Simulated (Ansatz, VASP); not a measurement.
## One calculation of Al, two programs

```xyz
1
Lattice="-1.7076 1.7076 1.7076 1.7076 -1.7076 1.7076 1.7076 1.7076 -1.7076" Properties=species:S:1:pos:R:3 pbc="T T T"
Al    0.0000    0.0000    0.0000
```

Alike in both runs: task single point; functional PBE; k mesh 8 × 8 × 8; occupations gaussian, width 0.1 eV; no spin polarisation.

```csv
,VASP,Ansatz
version,VASP 6.6.1,Ansatz 0.2.0
potentials or method,"VASP PAW PBE potentials, release 64 (Al), cutoff 500 eV","scalar-relativistic, plane waves, PAW"
valence electrons in the cell,3,3
```

|  | VASP | Ansatz | Ansatz less VASP |
| --- | --- | --- | --- |
| gap on the k mesh at the Fermi level (eV) | none | none | - |
| pressure (GPa) | -7.5 | -7.5 | +0.02 |

A gap of «none» marks a metal or a gap that the smearing closes.
